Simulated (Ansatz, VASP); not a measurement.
Given: the input of a run of VASP 6.6.1 on CuO.

Contents of INCAR:

```
SYSTEM = CuO
ALGO     = Normal         ! electronic algorithm
EDIFF    = 1E-7           ! SCF threshold, eV
ENCUT    = 520            ! plane-wave cutoff, eV
GGA      = PE             ! functional
ISIF     = 2              ! what is computed and relaxed
ISMEAR   = -1             ! smearing method
LASPH    = .TRUE.         ! aspherical terms in the spheres
LCHARG   = .FALSE.        ! write CHGCAR
LREAL    = .FALSE.        ! projectors in reciprocal space
LWAVE    = .FALSE.        ! write WAVECAR
NBANDS   = 25             ! bands
NELM     = 100            ! most SCF steps
PREC     = Accurate       ! precision mode
SIGMA    = 0.05           ! smearing width, eV
```

The input KPOINTS:

```
k-points
0
G
  10 10 6
  0 0 0
```

The input POSCAR:

```
CuO
1.0
    0.0000000000     -2.1165600000     -2.1165600000
   -2.1165600000      0.0000000000     -2.1165600000
    2.1165600000      2.1165600000     -4.2331200000
Cu O
2 2
Direct
    0.5053520000      0.4767290000      0.4906780000
    0.0255380000      0.9673820000      0.9850540000
    0.7468690000      0.7720510000      0.7607630000
    0.2676860000      0.2706830000      0.2606420000
```

Potentials or basis: VASP PAW PBE potentials, release 64 (Cu, O).

Launch:

```sh
$ cat potpaw_PBE.64/Cu/POTCAR potpaw_PBE.64/O/POTCAR > POTCAR
$ mpirun -np 1 vasp_std > vasp.out
```

Task: Translate it to Ansatz 0.2.0. Potentials there: all-electron LAPW, scalar-relativistic.

Result: As run (the cutoff follows the program's own potentials):

Contents of input.yaml:

```yaml
crystal:
  lattice:
    - [0.0, -2.11656, -2.11656]
    - [-2.11656, 0.0, -2.11656]
    - [2.11656, 2.11656, -4.23312]
  atoms:
    - { symbol: Cu, position: [0.505352, 0.476729, 0.490678] }
    - { symbol: Cu, position: [0.025538, 0.967382, 0.985054] }
    - { symbol: O, position: [0.746869, 0.772051, 0.760763] }
    - { symbol: O, position: [0.267686, 0.270683, 0.260642] }
kpoints:
  mp_grid: { grid: [10, 10, 6] }
scf:
  occupations: { method: fermi_dirac, width: 0.05 }
hamiltonian:
  xc: pbe
  pseudopotentials: { kind: all_electron, lapw: { basis_error: 0.001 } }
output:
  forces: true
  stress: true
  eigenvalues: true
  populations: true
```

Potentials or basis: all-electron LAPW, scalar-relativistic.

Run with:

```bash
$ ansatz run input.yaml --threads 2 --pin off --max-ram 6144MiB --backend cpu --events-out ev --progress --plain --runs-dir out
```

Both were run:

|  | VASP | Ansatz | Ansatz less VASP |
| --- | --- | --- | --- |
| gap on the k mesh at the Fermi level (eV) | none | none | - |
| pressure (GPa) | 6.3 | 5.9 | -0.43 |
| traceless stress, the component that is largest in VASP (GPa) | 5.11 | 4.86 | -0.253 |
| rms of the force components (eV/Å) | 0.742 | 0.713 | -0.0295 |

Atom by atom the forces differ by 0.030 eV/Å (rms over components). A gap of «none» marks a metal or a gap that the smearing closes. Ansatz ran all-electron here, and VASP with PAW potentials.
